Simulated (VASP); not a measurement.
# Si3N4 (P6_3/m) in VASP: relaxation of cell and atoms with PBE

Aim: the relaxation of cell and atoms of Si3N4 with PBE.

All numbers are computed with VASP 6.6.1; they aren't measurements. Logs are shortened: lines on timing, memory, paths and dates and some standing lists are left out, and cuts for length are marked.

### Step 1. The cell of the first run

Symmetry: P6_3/m, No. 176, hexagonal system. The conventional cell has a = 7.664 Å, b = 7.664 Å, c = 2.926 Å, α = 90.00°, β = 90.00°, γ = 120.00°. Within 2.3 Å of Si (site symmetry m) lie 4 N at 1.74 to 1.75 Å. Within 2.3 Å of N (site symmetry m) lie 3 Si at 1.75 Å. Within 2.3 Å of N (site symmetry -6) lie 3 Si at 1.74 Å.

### Step 2. Relaxation of cell and atoms, PBE

INCAR reads:

```
ALGO     = Normal         # electronic algorithm
EDIFF    = 1E-6           # SCF threshold, eV
EDIFFG   = -0.001         # ionic threshold
ENCUT    = 600            # plane-wave cutoff, eV
GGA      = PE             # functional
IBRION   = 2              # ionic algorithm
ISIF     = 3              # what is computed and relaxed
ISMEAR   = 0              # smearing method
LASPH    = T              # aspherical terms in the spheres
LCHARG   = F              # write CHGCAR
LREAL    = F              # projectors in reciprocal space
LWAVE    = F              # write WAVECAR
NELM     = 100            # most SCF steps
NSW      = 80             # ionic steps
PREC     = Accurate       # precision mode
SIGMA    = 0.01           # smearing width, eV
```

KPOINTS reads:

```
k-points
0
Gamma
  6 6 8
```

POSCAR reads:

```
Si3N4
1.0
    7.6636192436      0.0000000000      0.0000000000
   -3.8318096218      6.6368889499      0.0000000000
    0.0000000000      0.0000000000      2.9264354565
Si N
6 8
Direct
    0.7689127092      0.1750130433      0.2500000000
    0.5938996659      0.7689127092      0.7500000000
    0.8249869567      0.5938996659      0.2500000000
    0.2310872908      0.8249869567      0.7500000000
    0.4061003341      0.2310872908      0.2500000000
    0.1750130433      0.4061003341      0.7500000000
    0.0308339550      0.3300008825      0.2500000000
    0.7008330724      0.0308339550      0.7500000000
    0.6699991175      0.7008330724      0.2500000000
    0.9691660450      0.6699991175      0.7500000000
    0.2991669276      0.9691660450      0.2500000000
    0.3300008825      0.2991669276      0.7500000000
    0.6666666667      0.3333333333      0.2500000000
    0.3333333333      0.6666666667      0.7500000000
```

Potentials or basis: VASP PAW PBE potentials, release 64 (Si, N).

The run is started by

```console
cat potpaw_PBE.64/Si/POTCAR potpaw_PBE.64/N/POTCAR > POTCAR
mpirun -np 1 vasp_std > vasp.out
```

OUTCAR:

```text
EDIFF = 1E-6
   EDIFFG = -0.001
   ENCUT = 600
   GGA = PE
   IBRION = 2
   ISIF = 3
   ISMEAR = 0
   LASPH = T
   LREAL = F
   NELM = 100
   NSW = 80
   PREC = Accurate

 ion  position               nearest neighbor table
   1  0.769  0.175  0.250-  13 1.74   7 1.75   8 1.75   8 1.75   5 3.02   3 3.02   6 3.07   6 3.07
                             2 3.07   2 3.07
   2  0.594  0.769  0.750-  14 1.74   8 1.75   9 1.75   9 1.75   4 3.02   6 3.02   3 3.07   3 3.07
                             1 3.07   1 3.07
   3  0.825  0.594  0.250-  13 1.74   9 1.75  10 1.75  10 1.75   5 3.02   1 3.02   2 3.07   2 3.07
                             4 3.07   4 3.07
   4  0.231  0.825  0.750-  14 1.74  10 1.75  11 1.75  11 1.75   2 3.02   6 3.02   3 3.07   3 3.07
                             5 3.07   5 3.07
   5  0.406  0.231  0.250-  13 1.74  11 1.75  12 1.75  12 1.75   1 3.02   3 3.02   6 3.07   6 3.07
                             4 3.07   4 3.07
   6  0.175  0.406  0.750-  14 1.74  12 1.75   7 1.75   7 1.75   2 3.02   4 3.02   5 3.07   5 3.07
                             1 3.07   1 3.07
   7  0.031  0.330  0.250-   1 1.75   6 1.75   6 1.75
   8  0.701  0.031  0.750-   2 1.75   1 1.75   1 1.75
   9  0.670  0.701  0.250-   3 1.75   2 1.75   2 1.75
  10  0.969  0.670  0.750-   4 1.75   3 1.75   3 1.75
  11  0.299  0.969  0.250-   5 1.75   4 1.75   4 1.75
  12  0.330  0.299  0.750-   6 1.75   5 1.75   5 1.75
  13  0.667  0.333  0.250-   1 1.74   3 1.74   5 1.74
  14  0.333  0.667  0.750-   4 1.74   6 1.74   2 1.74

  LATTYP: Found a hexagonal cell.
 ALAT       =     7.6636192436
 C/A-ratio  =     0.3818607584

  Lattice vectors:

 A1 = (   7.6636192436,   0.0000000000,   0.0000000000)
 A2 = (  -3.8318096218,   6.6368889499,   0.0000000000)
 A3 = (   0.0000000000,   0.0000000000,   2.9264354565)

Analysis of symmetry for initial positions (statically):
=====================================================================
 Subroutine PRICEL returns:
 Original cell was already a primitive cell.

 Routine SETGRP: Setting up the symmetry group for a
 hexagonal supercell.

 Subroutine GETGRP returns: Found 12 space group operations
 (whereof  6 operations were pure point group operations)
 out of a pool of 24 trial point group operations.

The static configuration has the point symmetry S_6 .
 The point group associated with its full space group is C_6h.

Analysis of symmetry for dynamics (positions and initial velocities):
=====================================================================
 Subroutine PRICEL returns:
 Original cell was already a primitive cell.

 Routine SETGRP: Setting up the symmetry group for a
 hexagonal supercell.

 Subroutine GETGRP returns: Found 12 space group operations
 (whereof  6 operations were pure point group operations)
 out of a pool of 24 trial point group operations.

The dynamic configuration has the point symmetry S_6 .
 The point group associated with its full space group is C_6h.

 Subroutine INISYM returns: Found 12 space group operations
 (whereof  6 operations are pure point group operations),
 and found     1 'primitive' translations

----------------------------------------------------------------------------------------

                                     Primitive cell

  volume of cell :     148.8461

  direct lattice vectors                    reciprocal lattice vectors
     7.663619244  0.000000000  0.000000000     0.130486650  0.075336502  0.000000000
    -3.831809622  6.636888950  0.000000000     0.000000000  0.150673005  0.000000000
     0.000000000  0.000000000  2.926435457     0.000000000  0.000000000  0.341712645

  length of vectors
     7.663619244  7.663619244  2.926435457     0.150673005  0.150673005  0.341712645

  position of ions in fractional coordinates (direct lattice)
     0.768912709  0.175013043  0.250000000
     0.593899666  0.768912709  0.750000000
     0.824986957  0.593899666  0.250000000
     0.231087291  0.824986957  0.750000000
     0.406100334  0.231087291  0.250000000
     0.175013043  0.406100334  0.750000000
     0.030833955  0.330000883  0.250000000
     0.700833072  0.030833955  0.750000000
     0.669999117  0.700833072  0.250000000
     0.969166045  0.669999117  0.750000000
     0.299166928  0.969166045  0.250000000
     0.330000883  0.299166928  0.750000000
     0.666666667  0.333333333  0.250000000
     0.333333333  0.666666667  0.750000000

[... 33 lines left out ...]
     0.025112167  0.025112167  0.042714081

  Shift w.r.t. Gamma in fractional coordinates (k-lattice)
     0.000000000  0.000000000  0.000000000

 Subroutine IBZKPT returns following result:
 ===========================================

 Found     40 irreducible k-points:

 Following reciprocal coordinates:
            Coordinates               Weight
  0.000000  0.000000  0.000000      1.000000
  0.166667 -0.000000  0.000000      6.000000
  0.333333 -0.000000  0.000000      6.000000
  0.500000 -0.000000  0.000000      3.000000
  0.166667  0.166667  0.000000      6.000000
  0.333333  0.166667  0.000000      6.000000
[... 16 lines left out ...]
 -0.333333  0.500000 -0.250000     12.000000
  0.333333  0.333333  0.250000      4.000000
 [... further k-points ...]
   k-points           NKPTS =     40   k-points in BZ     NKDIM =     40   number of bands    NBANDS=     40
   number of dos      NEDOS =    301   number of ions     NIONS =     14
   total plane-waves  NPLWV =  98304
   dimension x,y,z NGX =    64 NGY =   64 NGZ =   24
   dimension x,y,z NGXF=   128 NGYF=  128 NGZF=   48
   ions per type =               6   8
   NGX,Y,Z   is equivalent  to a cutoff of  13.88, 13.88, 13.63 a.u.
   NGXF,Y,Z  is equivalent  to a cutoff of  27.77, 27.77, 27.27 a.u.
 SYSTEM =  unknown system
   PREC   = accura    normal or accurate (medium, high low for compatibility)
   ISTART =      0    job   : 0-new  1-cont  2-samecut
   ICHARG =      2    charge: 1-file 2-atom 10-const
   ISPIN  =      1    spin polarized calculation?
   LNONCOLLINEAR =      F non collinear calculations
   LSORBIT =      F    spin-orbit coupling
   LASPH  =      T    aspherical Exc in radial PAW
   ENCUT  =  600.0 eV  44.10 Ry    6.64 a.u.  15.31 15.31  5.84*2*pi/ulx,y,z
   NELM   =    100;   NELMIN=  2; NELMDL= -5     # of ELM steps
   EDIFF  = 0.1E-05   stopping-criterion for ELM
   LREAL  =      F    real-space projection
   EDIFFG = -.1E-02   stopping-criterion for IOM
   NSW    =     80    number of steps for IOM
   IBRION =      2    ionic relax: 0-MD 1-quasi-New 2-CG
   NFREE  =      1    steps in history (QN), initial steepest desc. (CG)
   ISIF   =      3    stress and relaxation
   ISYM   =      2    0-nonsym 1-usesym 2-fastsym
   POTIM  = 0.5000    time-step for ionic-motion
   TEBEG  =    0.0;   TEEND  =   0.0 temperature during run
   PSTRESS=    0.0 pullay stress
   NELECT =      64.0000    total number of electrons
   NUPDOWN=      -1.0000    fix difference up-down
   EMIN   =  10.00;   EMAX   =-10.00  energy-range for DOS
   EFERMI =   0.00;   METHOD = LEGACY
   ISMEAR =     0;   SIGMA  =   0.01  broadening in eV -4-tet -1-fermi 0-gaus
   EFERMI_NEDOS =   21; number of points for ismear=-14 and -15
   IALGO  =     38    algorithm
   IMIX   =      4    mixing-type and parameters
     AMIX     =   0.40;   BMIX     =  1.00
     AMIX_MAG =   1.60;   BMIX_MAG =  1.00
  volume/ion in A,a.u.               =      10.63        71.75
  Fermi-wavevector in a.u.,A,eV,Ry     =   1.235632  2.335005 20.773178  1.526786
  Thomas-Fermi vector in A             =   2.370273
   LORBIT       =      0    0 simple, 1 ext, 2 COOP (PROOUT), +10 PAW based schemes
   GGA     = PE    functional components
   LHFCALC =     F    Hartree Fock is set to
   AEXX    =    0.0000 exact exchange contribution
   IVDW    =     0    specifies the selected vdW correction
   LEPSILON=     F    determine dielectric tensor
   LRPA    =     F    only Hartree local field effects (RPA)
 conjugate gradient relaxation of ions
 non-spin polarized calculation
 Gauss-broadening in eV      SIGMA  =   0.01
  energy-cutoff  :      600.00
  volume of cell :      148.85
 maximum number of plane-waves:      5003
 NGX is ok and might be reduce to    64
   NGX = 31   NGY = 31   NGZ = 11

--------------------------------------- Ionic step        1  -------------------------------------------

 number of electron      63.9999994 magnetization

 Free energy of the ion-electron system (eV)
  ---------------------------------------------------
  ext. energy  EPLUGINS =         0.00000000
  ---------------------------------------------------
  free energy    TOTEN  =      -114.55559472 eV

  energy without entropy =     -114.55559472  energy(sigma->0) =     -114.55559472

------------------------ aborting loop because EDIFF is reached ----------------------------------------

  FORCE on cell =-STRESS in cart. coord.  units (eV):
  Direction    XX          YY          ZZ          XY          YZ          ZX
  --------------------------------------------------------------------------------------
  -------------------------------------------------------------------------------------
  Total       -0.3380277     -0.3380277     -0.3799883     -0.0000001      0.0000000      0.0000000
  in kB       -3.6385259     -3.6385259     -4.0901891     -0.0000006      0.0000000      0.0000000
  external PRESSURE =      -3.7890803 kB  Pullay stress =       0.0000000 kB
[... 125 lines left out ...]
  FREE ENERGIE OF THE ION-ELECTRON SYSTEM (eV)
  ---------------------------------------------------
  free  energy   TOTEN  =      -114.5558792066 eV

  energy  without entropy=     -114.5558792066  energy(sigma->0) =     -114.55587921

[... ionic steps 4 to 12 ...]

--------------------------------------- Ionic step       13  -------------------------------------------

 number of electron      63.9999994 magnetization

------------------------ aborting loop because EDIFF is reached ----------------------------------------
[... 91 lines left out ...]
--------------------------------------- Ionic step       15  -------------------------------------------

 number of electron      63.9999994 magnetization

 Free energy of the ion-electron system (eV)
  ---------------------------------------------------
  ext. energy  EPLUGINS =         0.00000000
  ---------------------------------------------------
  free energy    TOTEN  =      -114.55588158 eV

  energy without entropy =     -114.55588158  energy(sigma->0) =     -114.55588158

 E-fermi :   6.6573     XC(G=0): -10.7153

 val. band max:        6.5396744552   @ k =   0.0000   0.0000   0.1250
 cond. band min:      10.8091989239   @ k =   0.0000   0.0000   0.0000
 fundamental gap:      4.2695244688
 Fermi energy:         6.6573244112

 k-point     1 :       0.0000    0.0000    0.0000
  band No.  band energies     occupation
      1     -11.5230      2.00000
      2     -10.1023      2.00000
      3     -10.1023      2.00000
      4      -9.4706      2.00000
      5      -9.3328      2.00000
      6      -9.3328      2.00000
[... 1021 lines left out ...]
     39      13.9734      0.00000
     40      14.2358      0.00000

 [... further k-points ...]
[... 5 lines left out ...]
  --------------------------------------------------------------------------------------
  -------------------------------------------------------------------------------------
  Total       -0.0063518     -0.0063518     -0.0084666     -0.0000001      0.0000000      0.0000000
  in kB       -0.0684771     -0.0684771     -0.0912765     -0.0000006      0.0000000      0.0000000
  external PRESSURE =      -0.0760769 kB  Pullay stress =       0.0000000 kB
[... 29 lines left out ...]
  FREE ENERGIE OF THE ION-ELECTRON SYSTEM (eV)
  ---------------------------------------------------
  free  energy   TOTEN  =      -114.5558815842 eV

  energy  without entropy=     -114.5558815842  energy(sigma->0) =     -114.55588158

 reached required accuracy - stopping structural energy minimisation
```

It took 20 min on 1 thread of Intel Xeon Platinum 8259CL at 2.50GHz (Skylake/Cascade Lake), shared host; peak memory 0.44 GiB.

Results:

* Free energy: -114.5559 eV
* Relaxed volume: 10.62 Å³/atom
* Relaxed cell: a = 7.660 Å, b = 7.660 Å, c = 2.925 Å, α = 90.00°, β = 90.00°, γ = 120.00°
* Space group after relaxing (to 0.05 Å): P6_3/m (No. 176)
* Energy gained by relaxing: 0.0 meV/atom
* Ionic steps: 15
* Pressure after relaxing: 0.0 GPa
* Band gap on the k mesh: 4.27 eV, indirect (least direct gap 4.45 eV)

Step by step:
```
step  energy change (eV)  largest force (eV/Å)  pressure (GPa)  volume (Å³)
   1              0.0000                0.0029           -0.38       148.85
   2              0.0002                0.0049            0.50       148.31
   3             -0.0003                0.0022            0.01       148.61
   4             -0.0003                0.0022            0.00       148.61
   5             -0.0003                0.0022           -0.01       148.62
   6             -0.0003                0.0020           -0.01       148.62
   7             -0.0003                0.0023           -0.01       148.62
   8             -0.0003                0.0021           -0.01       148.61
   9             -0.0003                0.0020            0.01       148.60
  10             -0.0003                0.0007            0.01       148.60
  11             -0.0003                0.0016            0.01       148.60
  12             -0.0003                0.0017            0.01       148.61
  13             -0.0003                0.0020            0.00       148.61
  14             -0.0003                0.0013           -0.01       148.61
  15             -0.0003                0.0006           -0.01       148.62
```

Final structure:
```cif
data_structure
_symmetry_space_group_name_H-M 'P 1'
_symmetry_Int_Tables_number 1
_cell_length_a 7.6598
_cell_length_b 7.6598
_cell_length_c 2.9248
_cell_angle_alpha 90.000
_cell_angle_beta 90.000
_cell_angle_gamma 120.000
_cell_volume 148.62
loop_
_atom_site_label
_atom_site_type_symbol
_atom_site_fract_x
_atom_site_fract_y
_atom_site_fract_z
_atom_site_occupancy
Si1 Si 0.76887 0.17498 0.25000 1
Si2 Si 0.59390 0.76887 0.75000 1
Si3 Si 0.82502 0.59390 0.25000 1
Si4 Si 0.23113 0.82502 0.75000 1
Si5 Si 0.40610 0.23113 0.25000 1
Si6 Si 0.17498 0.40610 0.75000 1
N1 N 0.03078 0.32998 0.25000 1
N2 N 0.70080 0.03078 0.75000 1
N3 N 0.67002 0.70080 0.25000 1
N4 N 0.96922 0.67002 0.75000 1
N5 N 0.29920 0.96922 0.25000 1
N6 N 0.32998 0.29920 0.75000 1
N7 N 0.66667 0.33333 0.25000 1
N8 N 0.33333 0.66667 0.75000 1
```
